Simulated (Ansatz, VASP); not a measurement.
**Two plane-wave programs on MgTe4**

File INCAR:

```
PREC     = Accurate       # precision mode
ENCUT    = 600            # plane-wave cutoff, eV
EDIFF    = 1E-6           # SCF threshold, eV
ISMEAR   = 0              # smearing method
SIGMA    = 0.1            # smearing width, eV
LREAL    = F              # projectors in reciprocal space
LASPH    = T              # aspherical terms in the spheres
NELM     = 80             # most SCF steps
ALGO     = Normal         # electronic algorithm
ISIF     = 3              # what is computed and relaxed
LWAVE    = F              # write WAVECAR
LCHARG   = F              # write CHGCAR
GGA      = PE             # functional
IBRION   = 2              # ionic algorithm
NSW      = 100            # ionic steps
EDIFFG   = -0.01          # ionic threshold
```

Contents of KPOINTS:

```
Automatic mesh
0
Gamma
  6 6 6
```

Contents of POSCAR:

```
MgTe4
1.0
    3.2743911190      1.8904705940      4.4815601411
   -3.2743911190      1.8904705940      4.4815601411
    0.0000000000     -3.7809411879      4.4815601411
Mg Te
1 4
Direct
    0.0000000000      0.0000000000      0.0000000000
    0.0000000000      0.0000000000      0.5000000000
    0.5000000000      0.0000000000      0.0000000000
    0.0000000000      0.5000000000      0.0000000000
    0.5000000000      0.5000000000      0.5000000000
```

Input for Ansatz:

```yaml
crystal:
  lattice:
    - [3.274391119, 1.890470594, 4.4815601411]
    - [-3.274391119, 1.890470594, 4.4815601411]
    - [0.0, -3.7809411879, 4.4815601411]
  atoms:
    - { symbol: Mg, position: [0.0, 0.0, 0.0] }
    - { symbol: Te, position: [0.0, 0.0, 0.5] }
    - { symbol: Te, position: [0.5, 0.0, 0.0] }
    - { symbol: Te, position: [0.0, 0.5, 0.0] }
    - { symbol: Te, position: [0.5, 0.5, 0.5] }
basis:
  ecutwfc: 420
kpoints:
  mp_grid: { grid: [6, 6, 6] }
hamiltonian:
  xc: pbe
scf:
  occupations: { method: gaussian, width: 0.1 }
output:
  forces: true
  stress: true
  eigenvalues: true
relax:
  adjacent_minimum: "off"
  f_tol: 0.01
  max_steps: 80
  cell: { stress_tol: 0.05 }
```

Alike in both runs: task relaxation of cell and atoms; functional PBE; k mesh 6 × 6 × 6; occupations gaussian, width 0.1 eV; no spin polarisation.

|  | VASP | Ansatz |
| --- | --- | --- |
| version | VASP 6.6.1 | Ansatz 0.2.0 |
| potentials or method | VASP PAW PBE potentials, release 64 (Mg, Te), cutoff 600 eV | scalar-relativistic, plane waves, PAW |
| valence electrons in the cell | 26 | 74 |

|  | VASP | Ansatz | Ansatz less VASP |
| --- | --- | --- | --- |
| gap on the k mesh at the Fermi level, each at its own relaxed structure (eV) | none | none | - |
| relaxed volume (Å³/atom) | 33.47 | 33.58 | +0.118 |
| relaxed cell length with the largest relative difference (Å) | 5.840 | 5.849 | +0.0089 |

A gap of «none» marks a metal or a gap that the smearing closes. VASP's potentials hold 26 valence electrons a cell and Ansatz's 74, so a difference there can come from the potentials and not from the codes.

Spin-orbit coupling is off throughout.
